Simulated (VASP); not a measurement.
# MgB2 (P6/mmm) in VASP: relaxation of cell and atoms with PBEsol

Aim: the relaxation of cell and atoms of MgB2 with PBEsol.

Everything below comes from runs of VASP 6.6.1. Logs are shortened: lines on timing, memory, paths and dates and some standing lists are left out, and cuts for length are marked.

## Step 1: The cell of the first run

The structure is hexagonal, space group P6/mmm (No. 191). The conventional cell has a = 3.031 Å, b = 3.031 Å, c = 3.439 Å, α = 90.00°, β = 90.00°, γ = 120.00°. Mg (site symmetry 6/mmm) has 12 B at 2.45 Å and 6 Mg at 3.03 Å within 3.2 Å. B (site symmetry -6m2) has 3 B at 1.75 Å within 2.3 Å.

## Step 2: Relaxation of cell and atoms, PBEsol, target pressure 6.15 GPa, at which the enthalpy is minimised

INCAR

```
ALGO = Normal ; EDIFF = 1E-6
EDIFFG = -0.002 ; ENCUT = 600
GGA = PS ; IBRION = 2
ISIF = 3 ; ISMEAR = -1
LASPH = True ; LCHARG = False
LREAL = False ; LWAVE = False
NELM = 60 ; NSW = 80
PREC = Accurate ; PSTRESS = 61.5
SIGMA = 0.1
```

KPOINTS

```
k-points
0
Gamma
  15 15 12
```

POSCAR

```
MgB2
1.0
    3.0312139152      0.0000000000      0.0000000000
   -1.5156069576      2.6251082548      0.0000000000
    0.0000000000      0.0000000000      3.4394284740
Mg B
1 2
Direct
    0.0000000000      0.0000000000      0.0000000000
    0.3333333333      0.6666666667      0.5000000000
    0.6666666667      0.3333333333      0.5000000000
```

Potentials or basis: VASP PAW PBE potentials, release 64 (Mg, B).

On the command line:

```sh
$ cat potpaw_PBE.64/Mg/POTCAR potpaw_PBE.64/B/POTCAR > POTCAR
$ mpirun -np 1 vasp_std > vasp.out
```

OUTCAR:

```text
EDIFF = 1E-6
   EDIFFG = -0.002
   ENCUT = 600
   GGA = PS
   IBRION = 2
   ISIF = 3
   ISMEAR = -1
   LASPH = True
   LREAL = False
   NELM = 60
   NSW = 80
   PREC = Accurate
   PSTRESS = 61.5

 ion  position               nearest neighbor table
   1  0.000  0.000  0.000-   2 2.45   3 2.45   2 2.45   3 2.45   2 2.45   2 2.45   3 2.45   3 2.45
                             3 2.45   3 2.45   2 2.45   2 2.45
   2  0.333  0.667  0.500-   3 1.75   3 1.75   3 1.75   1 2.45   1 2.45   1 2.45   1 2.45   1 2.45
                             1 2.45
   3  0.667  0.333  0.500-   2 1.75   2 1.75   2 1.75   1 2.45   1 2.45   1 2.45   1 2.45   1 2.45
                             1 2.45

  LATTYP: Found a hexagonal cell.
 ALAT       =     3.0312139152
 C/A-ratio  =     1.1346703236

  Lattice vectors:

 A1 = (   3.0312139152,   0.0000000000,   0.0000000000)
 A2 = (  -1.5156069576,   2.6251082548,   0.0000000000)
 A3 = (   0.0000000000,   0.0000000000,   3.4394284740)

Analysis of symmetry for initial positions (statically):
=====================================================================
 Subroutine PRICEL returns:
 Original cell was already a primitive cell.

 Routine SETGRP: Setting up the symmetry group for a
 hexagonal supercell.

 Subroutine GETGRP returns: Found 24 space group operations
 (whereof 24 operations were pure point group operations)
 out of a pool of 24 trial point group operations.

The static configuration has the point symmetry D_6h.

Analysis of symmetry for dynamics (positions and initial velocities):
=====================================================================
 Subroutine PRICEL returns:
 Original cell was already a primitive cell.

 Routine SETGRP: Setting up the symmetry group for a
 hexagonal supercell.

 Subroutine GETGRP returns: Found 24 space group operations
 (whereof 24 operations were pure point group operations)
 out of a pool of 24 trial point group operations.

The dynamic configuration has the point symmetry D_6h.

 Subroutine INISYM returns: Found 24 space group operations
 (whereof 24 operations are pure point group operations),
 and found     1 'primitive' translations

----------------------------------------------------------------------------------------

                                     Primitive cell

  volume of cell :      27.3684

  direct lattice vectors                    reciprocal lattice vectors
     3.031213915  0.000000000  0.000000000     0.329900834  0.190468336  0.000000000
    -1.515606958  2.625108255  0.000000000     0.000000000  0.380936671  0.000000000
     0.000000000  0.000000000  3.439428474     0.000000000  0.000000000  0.290745979

  length of vectors
     3.031213915  3.031213915  3.439428474     0.380936671  0.380936671  0.290745979

  position of ions in fractional coordinates (direct lattice)
     0.000000000  0.000000000  0.000000000
     0.333333333  0.666666667  0.500000000
     0.666666667  0.333333333  0.500000000

  ion indices of the primitive-cell ions
   primitive index   ion index
                 1           1
                 2           2
                 3           3

----------------------------------------------------------------------------------------

 KPOINTS: k-points

Automatic generation of k-mesh.
 Grid dimensions read from file:
 generate k-points for:   15   15   12

 Generating k-lattice:

  Cartesian coordinates                     Fractional coordinates (reciprocal lattice)
     0.021993389  0.012697889  0.000000000     0.066666667  0.000000000  0.000000000
     0.000000000  0.025395778  0.000000000     0.000000000  0.066666667  0.000000000
     0.000000000  0.000000000  0.024228832     0.000000000  0.000000000  0.083333333

  Length of vectors
     0.025395778  0.025395778  0.024228832

  Shift w.r.t. Gamma in fractional coordinates (k-lattice)
     0.000000000  0.000000000  0.000000000

 Subroutine IBZKPT returns following result:
 ===========================================

 Found    189 irreducible k-points:

 Following reciprocal coordinates:
            Coordinates               Weight
  0.000000  0.000000  0.000000      1.000000
  0.066667  0.000000  0.000000      6.000000
  0.133333  0.000000  0.000000      6.000000
  0.200000  0.000000  0.000000      6.000000
  0.266667  0.000000  0.000000      6.000000
  0.333333  0.000000  0.000000      6.000000
[... 16 lines left out ...]
  0.333333  0.200000  0.000000     12.000000
  0.400000  0.200000  0.000000      6.000000
 [... further k-points ...]
   k-points           NKPTS =    189   k-points in BZ     NKDIM =    189   number of bands    NBANDS=      8
   number of dos      NEDOS =    301   number of ions     NIONS =      3
   total plane-waves  NPLWV =  16128
   dimension x,y,z NGX =    24 NGY =   24 NGZ =   28
   dimension x,y,z NGXF=    48 NGYF=   48 NGZF=   56
   ions per type =               1   2
   NGX,Y,Z   is equivalent  to a cutoff of  13.16, 13.16, 13.53 a.u.
   NGXF,Y,Z  is equivalent  to a cutoff of  26.33, 26.33, 27.07 a.u.
 SYSTEM =  unknown system
   PREC   = accura    normal or accurate (medium, high low for compatibility)
   ISTART =      0    job   : 0-new  1-cont  2-samecut
   ICHARG =      2    charge: 1-file 2-atom 10-const
   ISPIN  =      1    spin polarized calculation?
   LNONCOLLINEAR =      F non collinear calculations
   LSORBIT =      F    spin-orbit coupling
   LASPH  =      T    aspherical Exc in radial PAW
   ENCUT  =  600.0 eV  44.10 Ry    6.64 a.u.   6.05  6.05  6.87*2*pi/ulx,y,z
   NELM   =     60;   NELMIN=  2; NELMDL= -5     # of ELM steps
   EDIFF  = 0.1E-05   stopping-criterion for ELM
   LREAL  =      F    real-space projection
   EDIFFG = -.2E-02   stopping-criterion for IOM
   NSW    =     80    number of steps for IOM
   IBRION =      2    ionic relax: 0-MD 1-quasi-New 2-CG
   NFREE  =      1    steps in history (QN), initial steepest desc. (CG)
   ISIF   =      3    stress and relaxation
   ISYM   =      2    0-nonsym 1-usesym 2-fastsym
   POTIM  = 0.5000    time-step for ionic-motion
   TEBEG  =    0.0;   TEEND  =   0.0 temperature during run
   PSTRESS=   61.5 pullay stress
   NELECT =       8.0000    total number of electrons
   NUPDOWN=      -1.0000    fix difference up-down
   EMIN   =  10.00;   EMAX   =-10.00  energy-range for DOS
   EFERMI =   0.00;   METHOD = LEGACY
   ISMEAR =    -1;   SIGMA  =   0.10  broadening in eV -4-tet -1-fermi 0-gaus
   EFERMI_NEDOS =   21; number of points for ismear=-14 and -15
   IALGO  =     38    algorithm
   IMIX   =      4    mixing-type and parameters
     AMIX     =   0.40;   BMIX     =  1.00
     AMIX_MAG =   1.60;   BMIX_MAG =  1.00
  volume/ion in A,a.u.               =       9.12        61.56
  Fermi-wavevector in a.u.,A,eV,Ry     =   1.086479  2.053148 16.060825  1.180437
  Thomas-Fermi vector in A             =   2.222617
   LORBIT       =      0    0 simple, 1 ext, 2 COOP (PROOUT), +10 PAW based schemes
   GGA     = PS    functional components
   LHFCALC =     F    Hartree Fock is set to
   AEXX    =    0.0000 exact exchange contribution
   IVDW    =     0    specifies the selected vdW correction
   LEPSILON=     F    determine dielectric tensor
   LRPA    =     F    only Hartree local field effects (RPA)
 conjugate gradient relaxation of ions
 non-spin polarized calculation
  energy-cutoff  :      600.00
  volume of cell :       27.37
 maximum number of plane-waves:       936
   NGX = 13   NGY = 13   NGZ = 13

--------------------------------------- Ionic step        1  -------------------------------------------

 number of electron       8.0000000 magnetization

 Free energy of the ion-electron system (eV)
  ---------------------------------------------------
  ext. energy  EPLUGINS =         0.00000000
  ---------------------------------------------------
  free energy    TOTEN  =       -16.21662571 eV

  energy without entropy =      -16.19385913  energy(sigma->0) =      -16.20524242

------------------------ aborting loop because EDIFF is reached ----------------------------------------

  FORCE on cell =-STRESS in cart. coord.  units (eV):
  Direction    XX          YY          ZZ          XY          YZ          ZX
  --------------------------------------------------------------------------------------
  -------------------------------------------------------------------------------------
  Total        1.0980171      1.0980171      0.9707321      0.0000000     -0.0000000      0.0000000
  in kB       64.2790694     64.2790694     56.8276725      0.0000000     -0.0000000      0.0000000
  external PRESSURE =       0.2952705 kB  Pullay stress =      61.5000000 kB
[... 141 lines left out ...]
  enthalpy is  TOTEN    =       -15.1661862248 eV   P V=        1.0498105056

--------------------------------------- Ionic step        5  -------------------------------------------

 number of electron       8.0000000 magnetization

 Free energy of the ion-electron system (eV)
  ---------------------------------------------------
  ext. energy  EPLUGINS =         0.00000000
  ---------------------------------------------------
  free energy    TOTEN  =       -16.21628451 eV

  energy without entropy =      -16.19341181  energy(sigma->0) =      -16.20484816

 E-fermi :   5.6145     XC(G=0): -11.2341

 val. band max:        5.6128132089   @ k =   0.0667   0.0000   0.0833
 cond. band min:       5.6223223428   @ k =   0.3333   0.2000   0.3333
 fundamental gap:      0.0095091339
 Fermi energy:         5.6145184205

 k-point     1 :       0.0000    0.0000    0.0000
  band No.  band energies     occupation
      1      -7.1325      2.00000
      2       2.6663      2.00000
      3       5.9958      0.04321
      4       5.9958      0.04321
      5       7.5468      0.00000
      6      12.0711      0.00000
      7      12.0711      0.00000
      8      14.2422      0.00000
[... 243 lines left out ...]
 k-point    24 :       0.4000    0.2000    0.0000
  band No.  band energies     occupation
      1      -2.6163      2.00000
      2      -2.0000      2.00000
      3       1.0358      2.00000
      4       6.4771      0.00036
      5       8.5109      0.00000
      6      11.6286      0.00000
      7      11.7388      0.00000
      8      14.3007      0.00000

 [... further k-points ...]

------------------------ aborting loop because EDIFF is reached ----------------------------------------

  FORCE on cell =-STRESS in cart. coord.  units (eV):
  Direction    XX          YY          ZZ          XY          YZ          ZX
  --------------------------------------------------------------------------------------
  -------------------------------------------------------------------------------------
  Total        1.0497890      1.0497890      1.0529105      0.0000000      0.0000000      0.0000000
  in kB       61.4819567     61.4819567     61.6647667      0.0000000      0.0000000      0.0000000
  external PRESSURE =       0.0428934 kB  Pullay stress =      61.5000000 kB
[... 18 lines left out ...]
  FREE ENERGIE OF THE ION-ELECTRON SYSTEM (eV)
  ---------------------------------------------------
  free  energy   TOTEN  =       -16.2162845084 eV

  energy  without entropy=      -16.1934118107  energy(sigma->0) =      -16.20484816

  enthalpy is  TOTEN    =       -15.1661873748 eV   P V=        1.0500971337

 reached required accuracy - stopping structural energy minimisation
```

Wall time 2.4 min (1 thread of Intel Xeon 8259CL, shared host); peak memory 0.2 GiB.

What came out:

* Free energy: -16.2163 eV
* Relaxed volume: 9.12 Å³/atom
* Relaxed cell: a = 3.033 Å, b = 3.033 Å, c = 3.433 Å, α = 90.00°, β = 90.00°, γ = 120.00°
* Space group after relaxing (to 0.1 Å): P6/mmm (No. 191)
* Energy change on relaxing (the run minimises the enthalpy): +0.1 meV/atom
* Ionic steps: 5
* Pressure after relaxing: 6.2 GPa
* Band gap on the k mesh: zero (bands 4 and 5 overlap by 4.04 eV)

The path:
| step | energy change (eV) | largest force (eV/Å) | pressure (GPa) | volume (Å³) |
| --- | --- | --- | --- | --- |
| 1 | 0.0000 | 0.0000 | 6.18 | 27.37 |
| 2 | -0.0004 | 0.0000 | 6.05 | 27.38 |
| 3 | -0.0004 | 0.0000 | 6.03 | 27.38 |
| 4 | 0.0006 | 0.0000 | 6.19 | 27.35 |
| 5 | 0.0003 | 0.0000 | 6.15 | 27.36 |

Final structure:
```
CELL_PARAMETERS angstrom
3.03341 0.00000 0.00000
-1.51671 2.62701 0.00000
0.00000 0.00000 3.43298
ATOMIC_POSITIONS crystal
Mg 0.00000 0.00000 0.00000
B 0.33333 0.66667 0.50000
B 0.66667 0.33333 0.50000
```

Levels at points of the mesh, in eV from the Fermi level:
```
           k point  band 2  band 3  band 4  band 5  band 6  band 7
(0.00, 0.00, 0.00)   -2.95    0.38    0.38    1.93    6.46    6.46
(0.00, 0.00, 0.50)   -7.69    0.81    0.81    6.77    6.77    8.21
```

Caveat: the cell is relaxed towards a set pressure, so the run minimises the enthalpy, not the energy; the PAW data sets were made with another functional, which shifts forces and pressure a little.
